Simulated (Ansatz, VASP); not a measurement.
# HfO2 in VASP and in Ansatz

File INCAR:

```
SYSTEM = HfO2
  ALGO = Normal
  EDIFF = 1E-6
  ENCUT = 520
  GGA = PE
  ISIF = 2
  ISMEAR = -1
  LASPH = .TRUE.
  LCHARG = .FALSE.
  LREAL = .FALSE.
  LWAVE = .FALSE.
  NBANDS = 31
  NELM = 60
  PREC = Accurate
  SIGMA = 0.05
```

The input KPOINTS:

```
k-points
0
G
  6 6 5
  0 0 0
```

The input POSCAR:

```
HfO2
1.0
    3.5224391367      0.0000000000      0.0000000000
    0.0000000000      3.5224391367      0.0000000000
    0.0000000000      0.0000000000      5.1718612100
Hf O
2 4
Direct
    0.0000000000      0.0000000000      0.0000000000
    0.5000000000      0.5000000000      0.5000000000
    0.0000000000      0.5000000000      0.1972078800
    0.5000000000      0.0000000000      0.3027921200
    0.5000000000      0.0000000000      0.8027921200
    0.0000000000      0.5000000000      0.6972078800
```

input.yaml

```yaml
crystal:
  lattice:
    - [3.5224391367, 0.0, 0.0]
    - [0.0, 3.5224391367, 0.0]
    - [0.0, 0.0, 5.17186121]
  atoms:
    - { symbol: Hf, position: [0.0, 0.0, 0.0] }
    - { symbol: Hf, position: [0.5, 0.5, 0.5] }
    - { symbol: O, position: [0.0, 0.5, 0.19720788] }
    - { symbol: O, position: [0.5, 0.0, 0.30279212] }
    - { symbol: O, position: [0.5, 0.0, 0.80279212] }
    - { symbol: O, position: [0.0, 0.5, 0.69720788] }
hamiltonian:
  xc: pbe
  pseudopotentials: { kind: paw }
kpoints:
  mp_grid: { grid: [6, 6, 5] }
  band_path:
    path:
      - [[0.0, 0.0, 0.0], [0.0, 0.5, 0.0], [0.5, 0.5, 0.0], [0.0, 0.0, 0.0], [0.0, 0.0, 0.5], [0.0, 0.5, 0.5], [0.5, 0.5, 0.5], [0.0, 0.0, 0.5]]
      - [[0.0, 0.5, 0.0], [0.0, 0.5, 0.5]]
      - [[0.5, 0.5, 0.0], [0.5, 0.5, 0.5]]
    npoints: 14
scf:
  occupations: { method: fermi_dirac, width: 0.05 }
  n_extra_bands: 15
output:
  forces: true
  stress: true
  eigenvalues: true
  fatbands: false
  write_density: true
  write_potential: true
  elf: true
  volumetric_format: npy
```

Alike in both runs: functional PBE; k mesh 6 × 6 × 5; occupations fermi-dirac, width 0.05 eV; no spin polarisation.

|  | VASP | Ansatz |
| --- | --- | --- |
| version | VASP 6.6.1 | Ansatz 0.2.0 |
| potentials or method | VASP PAW PBE potentials, release 64 (Hf_pv, O) | Ansatz PAW |
| plane-wave cutoff (eV) | 520 | 420 |
| valence electrons in the cell | 44 | 76 |
| task | single point | band structure |

VASP gave:

- gap on the k mesh at the Fermi level (eV): 4.83
- least direct gap on the mesh (eV): 4.89
- pressure (GPa): 12.5
- traceless stress, the component that is largest in VASP (GPa): -3.48
- rms of the force components (eV/Å): 0.088

**Question.** Estimate Ansatz's values.

**Answer.** gap on the k mesh at the Fermi level (eV): 4.84; least direct gap on the mesh (eV): 4.90; pressure (GPa): 16.1; traceless stress, the component that is largest in VASP (GPa): -3.49; rms of the force components (eV/Å): 0.106.

Atom by atom the forces differ by 0.018 eV/Å (rms over components). VASP's potentials hold 44 valence electrons a cell and Ansatz's 76, so a difference there can come from the potentials and not from the codes.

Neither program's run includes spin-orbit coupling.
